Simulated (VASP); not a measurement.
# CoSi (rocksalt type) (Fm-3m) in VASP: further runs

Runs on CoSi (rocksalt type). Level: LDA. Tasks: single point.

Program: VASP 6.6.1. These are calculated values, not measurements. Logs are shortened: lines on timing, memory, paths and dates and some standing lists are left out, and cuts for length are marked.

### Step 1. The cell of the first run

It takes space group Fm-3m (No. 225, cubic). The conventional cell has a = 4.242 Å, b = 4.242 Å, c = 4.242 Å, α = 90.00°, β = 90.00°, γ = 90.00°. Co (site symmetry m-3m) has 6 Si at 2.12 Å within 2.8 Å. Within 2.8 Å of Si (site symmetry m-3m) lie 6 Co at 2.12 Å.

### Step 2. Single point, LDA (volume scaled by 0.8)

The input, INCAR:

```
PREC = Accurate
ENCUT = 520
EDIFF = 1E-6
ISMEAR = -1
SIGMA = 0.1
LREAL = False
LASPH = True
NELM = 60
ALGO = Normal
ISIF = 2
LWAVE = False
LCHARG = False
GGA = CA
NBANDS = 14
```

The input, KPOINTS:

```
Automatic mesh
0
Gamma
  14 14 14
```

The input, POSCAR:

```
CoSi
1.0
    0.0000000000      2.1212271838      2.1212271838
    2.1212271838      0.0000000000      2.1212271838
    2.1212271838      2.1212271838      0.0000000000
Co Si
1 1
Direct
    0.0000000000      0.0000000000      0.0000000000
    0.5000000000      0.5000000000      0.5000000000
```

Potentials or basis: VASP PAW LDA potentials, release 64 (Co, Si).

Run with:

```bash
> cat potpaw_LDA.64/Co/POTCAR potpaw_LDA.64/Si/POTCAR > POTCAR
> mpirun -np 1 vasp_std > vasp.out
```

OUTCAR:

```text
PREC = Accurate
   ENCUT = 520
   EDIFF = 1E-6
   ISMEAR = -1
   LREAL = False
   LASPH = True
   NELM = 60
   ISIF = 2
   GGA = CA

 ion  position               nearest neighbor table
   1  0.000  0.000  0.000-   2 2.12   2 2.12   2 2.12   2 2.12   2 2.12   2 2.12
   2  0.500  0.500  0.500-   1 2.12   1 2.12   1 2.12   1 2.12   1 2.12   1 2.12

  LATTYP: Found a face centered cubic cell.
 ALAT       =     4.2424543676

  Lattice vectors:

 A1 = (   0.0000000000,   2.1212271838,   2.1212271838)
 A2 = (   2.1212271838,   0.0000000000,   2.1212271838)
 A3 = (   2.1212271838,   2.1212271838,   0.0000000000)

Analysis of symmetry for initial positions (statically):
=====================================================================
 Subroutine PRICEL returns:
 Original cell was already a primitive cell.

 Routine SETGRP: Setting up the symmetry group for a
 face centered cubic supercell.

 Subroutine GETGRP returns: Found 48 space group operations
 (whereof 48 operations were pure point group operations)
 out of a pool of 48 trial point group operations.

The static configuration has the point symmetry O_h .

Analysis of symmetry for dynamics (positions and initial velocities):
=====================================================================
 Subroutine PRICEL returns:
 Original cell was already a primitive cell.

 Routine SETGRP: Setting up the symmetry group for a
 face centered cubic supercell.

 Subroutine GETGRP returns: Found 48 space group operations
 (whereof 48 operations were pure point group operations)
 out of a pool of 48 trial point group operations.

The dynamic configuration has the point symmetry O_h .

 Subroutine INISYM returns: Found 48 space group operations
 (whereof 48 operations are pure point group operations),
 and found     1 'primitive' translations

----------------------------------------------------------------------------------------

                                     Primitive cell

  volume of cell :      19.0894

  direct lattice vectors                    reciprocal lattice vectors
     0.000000000  2.121227184  2.121227184    -0.235712612  0.235712612  0.235712612
     2.121227184  0.000000000  2.121227184     0.235712612 -0.235712612  0.235712612
     2.121227184  2.121227184  0.000000000     0.235712612  0.235712612 -0.235712612

  length of vectors
     2.999868252  2.999868252  2.999868252     0.408266220  0.408266220  0.408266220

  position of ions in fractional coordinates (direct lattice)
     0.000000000  0.000000000  0.000000000
     0.500000000  0.500000000  0.500000000

  ion indices of the primitive-cell ions
   primitive index   ion index
                 1           1
                 2           2

----------------------------------------------------------------------------------------

 KPOINTS: Automatic mesh

Automatic generation of k-mesh.
 Grid dimensions read from file:
 generate k-points for:   14   14   14

 Generating k-lattice:

  Cartesian coordinates                     Fractional coordinates (reciprocal lattice)
    -0.016836615  0.016836615  0.016836615     0.071428571  0.000000000  0.000000000
     0.016836615 -0.016836615  0.016836615     0.000000000  0.071428571  0.000000000
     0.016836615  0.016836615 -0.016836615     0.000000000  0.000000000  0.071428571

  Length of vectors
     0.029161873  0.029161873  0.029161873

  Shift w.r.t. Gamma in fractional coordinates (k-lattice)
     0.000000000  0.000000000  0.000000000

 Subroutine IBZKPT returns following result:
 ===========================================

 Found    104 irreducible k-points:

 Following reciprocal coordinates:
            Coordinates               Weight
  0.000000  0.000000  0.000000      1.000000
  0.071429  0.000000  0.000000      8.000000
  0.142857  0.000000  0.000000      8.000000
  0.214286  0.000000  0.000000      8.000000
  0.285714  0.000000  0.000000      8.000000
  0.357143  0.000000  0.000000      8.000000
[... 16 lines left out ...]
  0.214286  0.142857  0.000000     24.000000
  0.285714  0.142857  0.000000     24.000000
 [... further k-points ...]
   k-points           NKPTS =    104   k-points in BZ     NKDIM =    104   number of bands    NBANDS=     14
   number of dos      NEDOS =    301   number of ions     NIONS =      2
   total plane-waves  NPLWV =  13824
   dimension x,y,z NGX =    24 NGY =   24 NGZ =   24
   dimension x,y,z NGXF=    48 NGYF=   48 NGZF=   48
   ions per type =               1   1
   NGX,Y,Z   is equivalent  to a cutoff of  13.30, 13.30, 13.30 a.u.
   NGXF,Y,Z  is equivalent  to a cutoff of  26.60, 26.60, 26.60 a.u.
 SYSTEM =  unknown system
   PREC   = accura    normal or accurate (medium, high low for compatibility)
   ISTART =      0    job   : 0-new  1-cont  2-samecut
   ICHARG =      2    charge: 1-file 2-atom 10-const
   ISPIN  =      1    spin polarized calculation?
   LNONCOLLINEAR =      F non collinear calculations
   LSORBIT =      F    spin-orbit coupling
   LASPH  =      T    aspherical Exc in radial PAW
   ENCUT  =  520.0 eV  38.22 Ry    6.18 a.u.   5.58  5.58  5.58*2*pi/ulx,y,z
   NELM   =     60;   NELMIN=  2; NELMDL= -5     # of ELM steps
   EDIFF  = 0.1E-05   stopping-criterion for ELM
   LREAL  =      F    real-space projection
   EDIFFG = 0.1E-04   stopping-criterion for IOM
   NSW    =      0    number of steps for IOM
   IBRION =     -1    ionic relax: 0-MD 1-quasi-New 2-CG
   NFREE  =      0    steps in history (QN), initial steepest desc. (CG)
   ISIF   =      2    stress and relaxation
   ISYM   =      2    0-nonsym 1-usesym 2-fastsym
   POTIM  = 0.5000    time-step for ionic-motion
   TEBEG  =    0.0;   TEEND  =   0.0 temperature during run
   PSTRESS=    0.0 pullay stress
   NELECT =      13.0000    total number of electrons
   NUPDOWN=      -1.0000    fix difference up-down
   EMIN   =  10.00;   EMAX   =-10.00  energy-range for DOS
   EFERMI =   0.00;   METHOD = LEGACY
   ISMEAR =    -1;   SIGMA  =   0.10  broadening in eV -4-tet -1-fermi 0-gaus
   EFERMI_NEDOS =   21; number of points for ismear=-14 and -15
   IALGO  =     38    algorithm
   IMIX   =      4    mixing-type and parameters
     AMIX     =   0.40;   BMIX     =  1.00
     AMIX_MAG =   1.60;   BMIX_MAG =  1.00
  volume/ion in A,a.u.               =       9.54        64.41
  Fermi-wavevector in a.u.,A,eV,Ry     =   1.440319  2.721809 28.225552  2.074520
  Thomas-Fermi vector in A             =   2.559077
   LORBIT       =      0    0 simple, 1 ext, 2 COOP (PROOUT), +10 PAW based schemes
   GGA     = CA    functional components
   LHFCALC =     F    Hartree Fock is set to
   AEXX    =    0.0000 exact exchange contribution
   IVDW    =     0    specifies the selected vdW correction
   LEPSILON=     F    determine dielectric tensor
   LRPA    =     F    only Hartree local field effects (RPA)
 non-spin polarized calculation
  energy-cutoff  :      520.00
  volume of cell :       19.09
 maximum number of plane-waves:       533
 NGX is ok and might be reduce to    24
   NGX = 11   NGY = 11   NGZ = 11

 number of electron      13.0000000 magnetization

 Free energy of the ion-electron system (eV)
  ---------------------------------------------------
  ext. energy  EPLUGINS =         0.00000000
  ---------------------------------------------------
  free energy    TOTEN  =       -13.31152294 eV

  energy without entropy =      -13.27872415  energy(sigma->0) =      -13.29512354

 E-fermi :  14.2592     XC(G=0): -13.6450

 val. band max:       14.2042446808   @ k =   0.4286   0.0714   0.0000
 cond. band min:      14.2606804529   @ k =  -0.4286   0.5000   0.0714
 fundamental gap:      0.0564357721
 Fermi energy:        14.2591687010

 k-point     1 :       0.0000    0.0000    0.0000
  band No.  band energies     occupation
      1      -0.3296      2.00000
      2      11.0778      2.00000
      3      11.0778      2.00000
      4      11.0778      2.00000
      5      11.2888      2.00000
      6      11.2888      2.00000
      7      20.0929      0.00000
      8      20.0929      0.00000
      9      20.0929      0.00000
     10      26.4340      0.00000
     11      26.4340      0.00000
     12      26.4340      0.00000
     13      26.5922      0.00000
     14      31.9841      0.00000

 k-point     2 :       0.0714    0.0000    0.0000
  band No.  band energies     occupation
      1      -0.1999      2.00000
      2      10.9699      2.00000
      3      11.0937      2.00000
      4      11.0937      2.00000
      5      11.2605      2.00000
      6      11.2605      2.00000
      7      19.5665      0.00000
      8      20.1866      0.00000
      9      20.1866      0.00000
     10      25.2996      0.00000
     11      26.4911      0.00000
     12      26.4911      0.00000
     13      28.1273      0.00000
     14      30.8658      0.00000

 k-point     3 :       0.1429    0.0000    0.0000
  band No.  band energies     occupation
      1       0.1863      2.00000
      2      10.6423      2.00000
      3      10.9447      2.00000
      4      10.9447      2.00000
      5      11.3908      2.00000
      6      11.3908      2.00000
      7      18.2980      0.00000
      8      20.4321      0.00000
      9      20.4321      0.00000
     10      24.4853      0.00000
     11      26.5235      0.00000
     12      26.5235      0.00000
     13      29.5285      0.00000
     14      29.5403      0.00000

 k-point     4 :       0.2143    0.0000    0.0000
  band No.  band energies     occupation
      1       0.8197      2.00000
      2      10.0752      2.00000
      3      10.6738      2.00000
      4      10.6738      2.00000
      5      11.6747      2.00000
      6      11.6747      2.00000
      7      16.8313      0.00000
      8      20.7475      0.00000
      9      20.7475      0.00000
     10      23.8127      0.00000
     11      26.0277      0.00000
     12      26.0277      0.00000
     13      29.1186      0.00000
     14      29.1186      0.00000

 k-point     5 :       0.2857    0.0000    0.0000
  band No.  band energies     occupation
      1       1.6839      2.00000
      2       9.2333      2.00000
      3      10.3912      2.00000
      4      10.3912      2.00000
      5      12.0267      2.00000
      6      12.0267      2.00000
      7      15.5424      0.00001
      8      21.0553      0.00000
      9      21.0553      0.00000
     10      23.1878      0.00000
     11      25.0030      0.00000
[... 276 lines left out ...]
 k-point    22 :       0.1429    0.1429    0.0000
  band No.  band energies     occupation
      1       0.3533      2.00000
      2      10.6490      2.00000
      3      10.6972      2.00000
      4      11.2149      2.00000
      5      11.2149      2.00000
      6      11.4185      2.00000
      7      19.1274      0.00000
      8      19.1274      0.00000
      9      20.2340      0.00000
     10      23.9657      0.00000
     11      26.1510      0.00000
     12      27.2058      0.00000
     13      27.2058      0.00000
     14      30.7808      0.00000

 k-point    23 :       0.2143    0.1429    0.0000
  band No.  band energies     occupation
      1       0.8124      2.00000
      2      10.2948      2.00000
      3      10.4324      2.00000
      4      11.1200      2.00000
      5      11.3749      2.00000
      6      11.6391      2.00000
      7      18.0137      0.00000
      8      18.7763      0.00000
      9      20.7557      0.00000
     10      23.7396      0.00000
     11      24.4993      0.00000
     12      27.4725      0.00000
     13      27.5514      0.00000
     14      32.0317      0.00000

 k-point    24 :       0.2857    0.1429    0.0000
  band No.  band energies     occupation
      1       1.5078      2.00000
      2       9.7437      2.00000
      3      10.1238      2.00000
      4      10.8751      2.00000
      5      11.6541      2.00000
      6      11.9983      2.00000
      7      16.5387      0.00000
      8      18.5967      0.00000
      9      21.2319      0.00000
     10      22.9519      0.00000
     11      24.1645      0.00000
     12      27.5309      0.00000
     13      27.5311      0.00000
     14      31.8928      0.00000

 [... further k-points ...]

------------------------ aborting loop because EDIFF is reached ----------------------------------------

  FORCE on cell =-STRESS in cart. coord.  units (eV):
  Direction    XX          YY          ZZ          XY          YZ          ZX
  --------------------------------------------------------------------------------------
  -------------------------------------------------------------------------------------
  Total        8.2462273      8.2462273      8.2462273     -0.0000000     -0.0000000      0.0000000
  in kB      692.1087444    692.1087444    692.1087444     -0.0000000     -0.0000000      0.0000000
  external PRESSURE =     692.1087444 kB  Pullay stress =       0.0000000 kB

 VOLUME and BASIS-vectors are now :
 -----------------------------------------------------------------------------
  energy-cutoff  :      520.00
  volume of cell :       19.09
      direct lattice vectors                 reciprocal lattice vectors
     0.000000000  2.121227184  2.121227184    -0.235712612  0.235712612  0.235712612
     2.121227184  0.000000000  2.121227184     0.235712612 -0.235712612  0.235712612
     2.121227184  2.121227184  0.000000000     0.235712612  0.235712612 -0.235712612

 POSITION                                       TOTAL-FORCE (eV/Angst)
 -----------------------------------------------------------------------------------
      0.00000      0.00000      0.00000         0.000000      0.000000      0.000000
      2.12123      2.12123      2.12123        -0.000000     -0.000000      0.000000
 -----------------------------------------------------------------------------------
    total drift:                                0.000000     -0.000000     -0.000000

  FREE ENERGIE OF THE ION-ELECTRON SYSTEM (eV)
  ---------------------------------------------------
  free  energy   TOTEN  =       -13.3115229357 eV

  energy  without entropy=      -13.2787241515  energy(sigma->0) =      -13.29512354
```

Wall time 16 s (1 thread of Intel Xeon 6975P-C, shared host); peak memory 0.14 GiB.

What came out:

| Property | Result |
| --- | --- |
| Free energy | -13.3115 eV |
| Pressure | 69.2 GPa |

 Spin polarisation is off, so any magnetic state and its effect on volume and gap are missing.

### Step 3. Single point, LDA (volume scaled by 0.94)

The input, INCAR:

```
PREC = Accurate
ENCUT = 520
EDIFF = 1E-6
ISMEAR = -1
SIGMA = 0.1
LREAL = F
LASPH = T
NELM = 100
ALGO = Normal
ISIF = 2
LWAVE = F
LCHARG = F
GGA = CA
NBANDS = 14
```

The input, KPOINTS:

```
regular mesh
0
Gamma
  14 14 14
```

The input, POSCAR:

```
CoSi
1.0
    0.0000000000      2.2383765098      2.2383765098
    2.2383765098      0.0000000000      2.2383765098
    2.2383765098      2.2383765098      0.0000000000
Co Si
1 1
Direct
    0.0000000000      0.0000000000      0.0000000000
    0.5000000000      0.5000000000      0.5000000000
```

Potentials or basis: VASP PAW LDA potentials, release 64 (Co, Si).

Run with:

```bash
> cat potpaw_LDA.64/Co/POTCAR potpaw_LDA.64/Si/POTCAR > POTCAR
> mpirun -np 1 vasp_std > vasp.out
```

Run time: 17 s. Hardware: 1 thread of Intel Xeon 6975P-C, shared host; peak memory 0.15 GiB.

The run converged. Its results:

```yaml
Free_energy: -14.1056 eV
Pressure: 13.9 GPa
```

Levels at points of the mesh, in eV from the Fermi level:
| k point | band 2 | band 3 | band 4 | band 5 | band 6 | band 7 | band 8 | band 9 | band 10 | band 11 |
| --- | --- | --- | --- | --- | --- | --- | --- | --- | --- | --- |
| (0.00, 0.00, 0.00) | -2.38 | -2.38 | -2.38 | -2.28 | -2.28 | 4.95 | 4.95 | 4.95 | 11.38 | 11.38 |
| (0.50, 0.00, 0.00) | -7.42 | -3.49 | -3.49 | -1.13 | -1.13 | -0.27 | 7.02 | 7.02 | 7.38 | 7.42 |
| (0.50, 0.50, 0.00) | -5.57 | -3.78 | -1.74 | -0.84 | -0.84 | 0.05 | 0.05 | 0.26 | 5.75 | 7.44 |

(Continued in part 2 of 2.)
